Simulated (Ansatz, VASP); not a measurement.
## Two plane-wave programs on Zr3S2

Contents of INCAR:

```
SYSTEM = Zr3S2
ALGO     = Fast           ! electronic algorithm
EDIFF    = 1E-7           ! SCF threshold, eV
ENCUT    = 520            ! plane-wave cutoff, eV
GGA      = PE             ! functional
ISIF     = 2              ! what is computed and relaxed
ISMEAR   = 0              ! smearing method
LASPH    = .TRUE.         ! aspherical terms in the spheres
LCHARG   = .TRUE.         ! write CHGCAR
LELF     = .TRUE.         ! ELF
LREAL    = .FALSE.        ! projectors in reciprocal space
LVHAR    = .TRUE.       
LWAVE    = .FALSE.        ! write WAVECAR
NBANDS   = 32             ! bands
NELM     = 100            ! most SCF steps
PREC     = Accurate       ! precision mode
SIGMA    = 0.15           ! smearing width, eV
```

KPOINTS

```
k-points
0
G
  12 12 12
  0 0 0
```

The input POSCAR:

```
Zr3S2
1.0
    2.8046765515      1.6192807620      3.7086945453
   -2.8046765515      1.6192807620      3.7086945453
    0.0000000000     -3.2385615240      3.7086945453
Zr S
3 2
Direct
    0.1621066356      0.8378933644      0.5000000000
    0.5000000000      0.1621066356      0.8378933644
    0.8378933644      0.5000000000      0.1621066356
    0.3347765468      0.3347765468      0.3347765468
    0.6652234532      0.6652234532      0.6652234532
```

Input for Ansatz:

```yaml
crystal:
  lattice:
    - [2.8046765515, 1.619280762, 3.7086945453]
    - [-2.8046765515, 1.619280762, 3.7086945453]
    - [0.0, -3.238561524, 3.7086945453]
  atoms:
    - { symbol: Zr, position: [0.1621066356, 0.8378933644, 0.5] }
    - { symbol: Zr, position: [0.5, 0.1621066356, 0.8378933644] }
    - { symbol: Zr, position: [0.8378933644, 0.5, 0.1621066356] }
    - { symbol: S, position: [0.3347765468, 0.3347765468, 0.3347765468] }
    - { symbol: S, position: [0.6652234532, 0.6652234532, 0.6652234532] }
basis:
  ecutwfc: 420
kpoints:
  mp_grid: { grid: [12, 12, 12] }
hamiltonian:
  xc: pbe
scf:
  occupations: { method: gaussian, width: 0.15 }
output:
  forces: true
  stress: true
  eigenvalues: true
```

Alike in both runs: task single point; functional PBE; k mesh 12 × 12 × 12; occupations gaussian, width 0.15 eV; no spin polarisation.

|  | VASP | Ansatz |
| --- | --- | --- |
| version | VASP 6.6.1 | Ansatz 0.2.0 |
| potentials or method | VASP PAW PBE potentials, release 64 (Zr_sv, S), cutoff 520 eV | scalar-relativistic, plane waves, PAW |
| valence electrons in the cell | 48 | 48 |

|  | VASP | Ansatz | Ansatz less VASP |
| --- | --- | --- | --- |
| gap on the k mesh at the Fermi level (eV) | none | none | - |
| pressure (GPa) | -0.1 | -0.2 | -0.02 |
| traceless stress, the component that is largest in VASP (GPa) | -6.81 | -6.84 | -0.033 |
| rms of the force components (eV/Å) | 0.039 | 0.039 | -0.0002 |

Atom by atom the forces differ by 0.001 eV/Å (rms over components). A gap of «none» marks a metal or a gap that the smearing closes.
